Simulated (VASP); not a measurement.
Wanted: the native input for a VASP 6.6.1 run.

```yaml
Task: single point
Functional: PBE
Potentials_or_basis: VASP PAW PBE potentials, release 64 (Hf_pv, O)
Cutoff: 520 eV
k_mesh: 8 × 8 × 8
Occupations: gaussian, width 0.05 eV
Spin: no spin polarisation
Dipole_correction: no
Further_INCAR_settings: ALGO = Normal; EDIFF = 1e-06; NBANDS = 18
```

The structure of HfO2 lies in POSCAR:

```
HfO2
1.0
    0.0000000000      2.4048794846      2.4048794846
    2.4048794846      0.0000000000      2.4048794846
    2.4048794846      2.4048794846      0.0000000000
Hf O
1 2
Direct
    0.0000000000      0.0000000000      0.0000000000
    0.2500000000      0.2500000000      0.2500000000
    0.7500000000      0.7500000000      0.7500000000
```

This cell differs from its parent crystal: volume scaled by 0.840.

The input as run:

INCAR

```
SYSTEM = HfO2
PREC     = Accurate       ! precision mode
ENCUT    = 520            ! plane-wave cutoff, eV
EDIFF    = 1E-6           ! SCF threshold, eV
ISMEAR   = 0              ! smearing method
SIGMA    = 0.05           ! smearing width, eV
LREAL    = .FALSE.        ! projectors in reciprocal space
LASPH    = .TRUE.         ! aspherical terms in the spheres
NELM     = 100            ! most SCF steps
ALGO     = Normal         ! electronic algorithm
ISIF     = 2              ! what is computed and relaxed
LWAVE    = .FALSE.        ! write WAVECAR
LCHARG   = .FALSE.        ! write CHGCAR
GGA      = PE             ! functional
NBANDS   = 18             ! bands
```

KPOINTS

```
Automatic mesh
0
G
  8 8 8
  0 0 0
```

Potentials or basis: VASP PAW PBE potentials, release 64 (Hf_pv, O).

The run is started by

```bash
$ cat potpaw_PBE.64/Hf_pv/POTCAR potpaw_PBE.64/O/POTCAR > POTCAR
$ mpirun -np 1 vasp_std > vasp.out
```

Results of the run:

```yaml
Pressure: 56.5 GPa
Band_gap_on_the_k_mesh: 4.22 eV, direct
```

Caveat: spin-orbit coupling is left out, which moves the levels of the heavy elements.

It took 15 s on 1 thread of Intel Xeon 6975P-C (shared host), peak memory 0.16 GiB.
